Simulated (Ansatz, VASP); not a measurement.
## Fe in VASP and in Ansatz

The input INCAR:

```
ALGO = Normal
EDIFF = 1E-7
EDIFFG = -0.01
ENCUT = 600
GGA = PE
IBRION = 2
ISIF = 3
ISMEAR = 0
LASPH = T
LCHARG = F
LREAL = F
LWAVE = F
NELM = 100
NSW = 100
PREC = Accurate
SIGMA = 0.1
```

File KPOINTS:

```
k-points
0
Gamma
  27 27 14
```

Contents of POSCAR:

```
Fe
1.0
    2.4577327204      0.0000000000      0.0000000000
   -1.2288663602      2.1284589715      0.0000000000
    0.0000000000      0.0000000000      3.8973471808
Fe
2
Direct
    0.3333333333      0.6666666667      0.7500000000
    0.6666666667      0.3333333333      0.2500000000
```

Input for Ansatz:

```yaml
crystal:
  lattice:
    - [2.4577327204, 0.0, 0.0]
    - [-1.2288663602, 2.1284589715, 0.0]
    - [0.0, 0.0, 3.8973471808]
  atoms:
    - { symbol: Fe, position: [0.3333333333, 0.6666666667, 0.75] }
    - { symbol: Fe, position: [0.6666666667, 0.3333333333, 0.25] }
basis:
  ecutwfc: 420
kpoints:
  mp_grid: { grid: [27, 27, 14] }
hamiltonian:
  xc: pbe
scf:
  occupations: { method: gaussian, width: 0.1 }
output:
  forces: true
  stress: true
  eigenvalues: true
relax:
  adjacent_minimum: "off"
  f_tol: 0.01
  max_steps: 80
  cell: { stress_tol: 0.05 }
```

Alike in both runs: task relaxation of cell and atoms; functional PBE; k mesh 27 × 27 × 14; occupations gaussian, width 0.1 eV; no spin polarisation.

```csv
,VASP,Ansatz
version,VASP 6.6.1,Ansatz 0.2.0
potentials or method,"VASP PAW PBE potentials, release 64 (Fe), cutoff 600 eV","scalar-relativistic, plane waves, PAW"
valence electrons in the cell,16,32
```

VASP gave:

| Item | Value |
| --- | --- |
| gap on the k mesh at the Fermi level, each at its own relaxed structure (eV) | none |
| relaxed volume (Å³/atom) | 10.17 |
| relaxed cell length with the largest relative difference (Å) | 3.885 |

Q: What did Ansatz give for the same quantities?

A: gap on the k mesh at the Fermi level, each at its own relaxed structure (eV): none; relaxed volume (Å³/atom): 10.20; relaxed cell length with the largest relative difference (Å): 3.890.

A gap of «none» marks a metal or a gap that the smearing closes. VASP's potentials hold 16 valence electrons a cell and Ansatz's 32, so a difference there can come from the potentials and not from the codes.
